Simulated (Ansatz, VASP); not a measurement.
# One calculation of SiC, two programs

```
Si C
1.0
     2.96420    0.00000    0.00000
    -1.48210    2.56707    0.00000
     0.00000    0.00000    4.85846
Si C
2 2
Cartesian
  0.0000 1.7114 0.0004
  1.4821 0.8557 2.4296
  0.0000 1.7114 1.8264
  1.4821 0.8557 4.2556
```

Change from the starting cell: volume scaled by 0.88, PAW files.

Alike in both runs: task single point; functional PBE; k mesh 13 × 13 × 7; occupations fermi-dirac, width 0.1 eV; no spin polarisation.

```csv
,VASP,Ansatz
version,VASP 6.6.1,Ansatz 0.2.0
potentials or method,"VASP PAW PBE potentials, release 64 (Si, C)","PAW with Ansatz's default frozen-core files, scalar-relativistic"
plane-wave cutoff (eV),520,420
valence electrons in the cell,16,16
```

```csv
,VASP,Ansatz,Ansatz less VASP
pressure (GPa),34.8,35.0,+0.13
```

Both programs put the cell under a high pressure, so it lies far from rest at this level. With one functional, cell and mesh, what is left measures potentials, basis and numerics.
